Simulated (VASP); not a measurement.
# BN (P1) in VASP: single point with PBE

Aim: the single point of BN with PBE.

All numbers are computed with VASP 6.6.1; they aren't measurements. Logs are shortened: lines on timing, memory, paths and dates and some standing lists are left out, and cuts for length are marked.

## 1. The cell of the first run

The typed cell holds 4 atoms: a = 2.554 Å, b = 2.554 Å, c = 4.227 Å, α = 90.00°, β = 90.00°, γ = 120.00°.

## 2. Single point, PBE (all B atoms moved +0.013 Å, as atom 1 along Cartesian [1 1 0])

INCAR

```
SYSTEM = BN
ALGO = Normal
EDIFF = 1E-6
ENCUT = 520
GGA = PE
ISIF = 2
ISMEAR = 0
LASPH = .True.
LCHARG = .False.
LREAL = .False.
LWAVE = .False.
NBANDS = 16
NELM = 80
PREC = Accurate
SIGMA = 0.05
```

KPOINTS

```
k-points
0
Gamma
  12 12 6
  0 0 0
```

POSCAR

```
BN
1.0
    2.5539396017      0.0000000000      0.0000000000
   -1.2769698009      2.2117765748      0.0000000000
    0.0000000000      0.0000000000      4.2268550000
B N
2 2
Direct
    0.6721256597      0.3373295936      0.9997240000
    0.3387923263      0.6706629269      0.4997240000
    0.6666666667      0.3333333333      0.6252760000
    0.3333333333      0.6666666667      0.1252760000
```

Potentials or basis: VASP PAW PBE potentials, release 64 (B, N).

Launch:

```sh
$ cat potpaw_PBE.64/B/POTCAR potpaw_PBE.64/N/POTCAR > POTCAR
$ mpirun -np 1 vasp_std > vasp.out
```

OUTCAR:

```text
SYSTEM = BN
   EDIFF = 1E-6
   ENCUT = 520
   GGA = PE
   ISIF = 2
   ISMEAR = 0
   LASPH = .True.
   LREAL = .False.
   NELM = 80
   PREC = Accurate

 ion  position               nearest neighbor table
   1  0.672  0.337  1.000-   4 1.56   4 1.57   4 1.58   3 1.58
   2  0.339  0.671  0.500-   3 1.56   3 1.56   3 1.58   4 1.58
   3  0.667  0.333  0.625-   2 1.56   2 1.56   2 1.58   1 1.58
   4  0.333  0.667  0.125-   1 1.56   1 1.57   1 1.58   2 1.58

  LATTYP: Found a hexagonal cell.
 ALAT       =     2.5539396017
 C/A-ratio  =     1.6550332659

  Lattice vectors:

 A1 = (   2.5539396017,   0.0000000000,   0.0000000000)
 A2 = (  -1.2769698009,   2.2117765748,   0.0000000000)
 A3 = (   0.0000000000,   0.0000000000,   4.2268550000)

Analysis of symmetry for initial positions (statically):
=====================================================================
 Subroutine PRICEL returns:
 Original cell was already a primitive cell.

 Routine SETGRP: Setting up the symmetry group for a
 hexagonal supercell.

 Subroutine GETGRP returns: Found  1 space group operations
 (whereof  1 operations were pure point group operations)
 out of a pool of 24 trial point group operations.

The static configuration has the point symmetry C_1 .

Analysis of symmetry for dynamics (positions and initial velocities):
=====================================================================
 Subroutine PRICEL returns:
 Original cell was already a primitive cell.

 Routine SETGRP: Setting up the symmetry group for a
 hexagonal supercell.

 Subroutine GETGRP returns: Found  1 space group operations
 (whereof  1 operations were pure point group operations)
 out of a pool of 24 trial point group operations.

The dynamic configuration has the point symmetry C_1 .

 Subroutine INISYM returns: Found  1 space group operations
 (whereof  1 operations are pure point group operations),
 and found     1 'primitive' translations

----------------------------------------------------------------------------------------

                                     Primitive cell
[... 90 lines left out ...]
   LNONCOLLINEAR =      F non collinear calculations
   LSORBIT =      F    spin-orbit coupling
   LASPH  =      T    aspherical Exc in radial PAW
   ENCUT  =  520.0 eV  38.22 Ry    6.18 a.u.   4.75  4.75  7.86*2*pi/ulx,y,z
   NELM   =     80;   NELMIN=  2; NELMDL= -5     # of ELM steps
   EDIFF  = 0.1E-05   stopping-criterion for ELM
   LREAL  =      F    real-space projection
   EDIFFG = 0.1E-04   stopping-criterion for IOM
   NSW    =      0    number of steps for IOM
   IBRION =     -1    ionic relax: 0-MD 1-quasi-New 2-CG
   NFREE  =      0    steps in history (QN), initial steepest desc. (CG)
   ISIF   =      2    stress and relaxation
   ISYM   =      2    0-nonsym 1-usesym 2-fastsym
   POTIM  = 0.5000    time-step for ionic-motion
   TEBEG  =    0.0;   TEEND  =   0.0 temperature during run
   PSTRESS=    0.0 pullay stress
   NELECT =      16.0000    total number of electrons
   NUPDOWN=      -1.0000    fix difference up-down
   EMIN   =  10.00;   EMAX   =-10.00  energy-range for DOS
   EFERMI =   0.00;   METHOD = LEGACY
   ISMEAR =     0;   SIGMA  =   0.05  broadening in eV -4-tet -1-fermi 0-gaus
   EFERMI_NEDOS =   21; number of points for ismear=-14 and -15
   IALGO  =     38    algorithm
   IMIX   =      4    mixing-type and parameters
     AMIX     =   0.40;   BMIX     =  1.00
     AMIX_MAG =   1.60;   BMIX_MAG =  1.00
  volume/ion in A,a.u.               =       5.97        40.28
  Fermi-wavevector in a.u.,A,eV,Ry     =   1.432600  2.707222 27.923836  2.052344
  Thomas-Fermi vector in A             =   2.552210
   LORBIT       =      0    0 simple, 1 ext, 2 COOP (PROOUT), +10 PAW based schemes
   GGA     = PE    functional components
   LHFCALC =     F    Hartree Fock is set to
   AEXX    =    0.0000 exact exchange contribution
   IVDW    =     0    specifies the selected vdW correction
   LEPSILON=     F    determine dielectric tensor
   LRPA    =     F    only Hartree local field effects (RPA)
 non-spin polarized calculation
 Gauss-broadening in eV      SIGMA  =   0.05
  energy-cutoff  :      520.00
  volume of cell :       23.88
 maximum number of plane-waves:       660
   NGX =  9   NGY =  9   NGZ = 15

 number of electron      16.0000000 magnetization

 Free energy of the ion-electron system (eV)
  ---------------------------------------------------
  ext. energy  EPLUGINS =         0.00000000
  ---------------------------------------------------
  free energy    TOTEN  =       -34.82888677 eV

  energy without entropy =      -34.82888677  energy(sigma->0) =      -34.82888677

 E-fermi :   7.6576     XC(G=0): -12.7611

 val. band max:        7.4485565840   @ k =   0.0000   0.0000   0.0000
 cond. band min:      12.6275559511   @ k =   0.3333   0.3333   0.0000
 fundamental gap:      5.1789993671
 Fermi energy:         7.6575692445

 k-point     1 :       0.0000    0.0000    0.0000
  band No.  band energies     occupation
      1     -12.8570      2.00000
      2      -8.7573      2.00000
      3      -3.3940      2.00000
      4       5.3288      2.00000
      5       5.3295      2.00000
      6       7.1434      2.00000
[... 433 lines left out ...]
      3      -2.3730      2.00000
      4       1.9673      2.00000
      5       3.3554      2.00000
      6       4.7260      2.00000
[... 8 lines left out ...]
     15      21.9745      0.00000
     16      22.6433      0.00000

 [... further k-points ...]

------------------------ aborting loop because EDIFF is reached ----------------------------------------

  FORCE on cell =-STRESS in cart. coord.  units (eV):
  Direction    XX          YY          ZZ          XY          YZ          ZX
  --------------------------------------------------------------------------------------
  -------------------------------------------------------------------------------------
  Total        0.0762228      0.0762198     -0.0458349      0.0042346      0.0420376      0.0420376
  in kB        5.1147696      5.1145704     -3.0756518      0.2841519      2.8208474      2.8208472
  external PRESSURE =       2.3845627 kB  Pullay stress =       0.0000000 kB

 VOLUME and BASIS-vectors are now :
 -----------------------------------------------------------------------------
  energy-cutoff  :      520.00
  volume of cell :       23.88
      direct lattice vectors                 reciprocal lattice vectors
     2.553939602  0.000000000  0.000000000     0.391551938  0.226062617  0.000000000
    -1.276969801  2.211776575  0.000000000     0.000000000  0.452125233  0.000000000
     0.000000000  0.000000000  4.226855000     0.000000000  0.000000000  0.236582518

 POSITION                                       TOTAL-FORCE (eV/Angst)
 -----------------------------------------------------------------------------------
      1.28581      0.74610      4.22569        -0.220850     -0.215527      0.010126
      0.00884      1.48336      2.11226        -0.210204     -0.215527      0.010205
      1.27697      0.73726      2.64295         0.209818      0.215527     -0.010206
     -0.00000      1.47452      0.52952         0.221236      0.215526     -0.010125
 -----------------------------------------------------------------------------------
    total drift:                                0.000026      0.000026      0.000178

  FREE ENERGIE OF THE ION-ELECTRON SYSTEM (eV)
  ---------------------------------------------------
  free  energy   TOTEN  =       -34.8288867657 eV

  energy  without entropy=      -34.8288867657  energy(sigma->0) =      -34.82888677
```

OSZICAR:

```text
N       E                     dE             d eps       ncg     rms          rms(c)
DAV:   1     0.376470642713E+02    0.37647E+02   -0.83257E+03 13984   0.972E+02
DAV:   2    -0.344755382980E+02   -0.72123E+02   -0.67564E+02 20112   0.228E+02
DAV:   3    -0.367361473617E+02   -0.22606E+01   -0.22552E+01 15856   0.369E+01
DAV:   4    -0.367416141509E+02   -0.54668E-02   -0.54664E-02 17016   0.208E+00
DAV:   5    -0.367416291774E+02   -0.15026E-04   -0.15026E-04 15576   0.100E-01    0.941E+00
DAV:   6    -0.349871309485E+02    0.17545E+01   -0.22243E+00 17592   0.136E+01    0.446E+00
DAV:   7    -0.348567838272E+02    0.13035E+00   -0.31407E-01 17760   0.451E+00    0.273E+00
DAV:   8    -0.348298293436E+02    0.26954E-01   -0.53025E-02 16520   0.187E+00    0.257E-01
DAV:   9    -0.348286015089E+02    0.12278E-02   -0.19007E-03 16296   0.520E-01    0.133E-01
DAV:  10    -0.348288783377E+02   -0.27683E-03   -0.49129E-04 16544   0.173E-01    0.254E-02
DAV:  11    -0.348288855615E+02   -0.72237E-05   -0.31841E-05 17376   0.549E-02    0.147E-02
DAV:  12    -0.348288866793E+02   -0.11178E-05   -0.56882E-06 16728   0.237E-02    0.200E-03
DAV:  13    -0.348288867657E+02   -0.86469E-07   -0.15892E-07  6992   0.399E-03
   1 F= -.34828887E+02 E0= -.34828887E+02  d E =-.930808E-12
```

Wall time 3.6 min (1 thread of Intel Xeon 8259CL, shared host); peak memory 0.24 GiB.

Results:

```
Free energy            : -34.8289 eV
Pressure               : 0.2 GPa
Largest force          : 0.309 eV/Å
Band gap on the k mesh : 5.18 eV (least direct gap 8.21 eV)
```

Forces on the atoms (eV/Å):
```
B   -0.221 -0.216  0.010
B   -0.210 -0.216  0.010
N    0.210  0.216 -0.010
N    0.221  0.216 -0.010
```

Levels at points of the mesh, in eV from the valence-band top:
| k point | band 4 | band 5 | band 6 | band 7 | band 8 | band 9 | band 10 | band 11 | band 12 | band 13 |
| --- | --- | --- | --- | --- | --- | --- | --- | --- | --- | --- |
| (0.00, 0.00, 0.00) | -2.12 | -2.12 | -0.31 | -0.01 | 0.00 | 8.31 | 8.31 | 8.52 | 9.39 | 10.61 |
| (0.50, 0.00, 0.00) | -7.76 | -6.87 | -4.95 | -4.38 | -2.11 | 6.67 | 7.91 | 10.53 | 11.37 | 12.77 |
| (0.00, 0.50, 0.00) | -7.76 | -6.87 | -4.95 | -4.38 | -2.11 | 6.66 | 7.91 | 10.53 | 11.38 | 12.77 |
| (0.50, 0.50, 0.00) | -7.76 | -6.87 | -4.94 | -4.39 | -2.11 | 6.66 | 7.90 | 10.52 | 11.39 | 12.78 |
| (0.00, 0.00, 0.50) | -5.70 | -1.27 | -1.27 | -1.08 | -1.08 | 9.37 | 9.38 | 9.72 | 9.74 | 10.01 |
| (0.50, 0.00, 0.50) | -9.93 | -3.79 | -3.70 | -3.57 | -3.55 | 6.51 | 6.57 | 9.88 | 10.02 | 14.11 |
| (0.00, 0.50, 0.50) | -9.93 | -3.79 | -3.73 | -3.56 | -3.54 | 6.51 | 6.56 | 9.90 | 10.00 | 14.12 |
| (0.50, 0.50, 0.50) | -9.95 | -3.78 | -3.76 | -3.54 | -3.53 | 6.53 | 6.54 | 9.93 | 9.97 | 14.15 |

Caveat: the cell differs from its parent crystal (all B atoms moved +0.013 Å, as atom 1 along Cartesian [1 1 0]). A k mesh can miss the band edges.
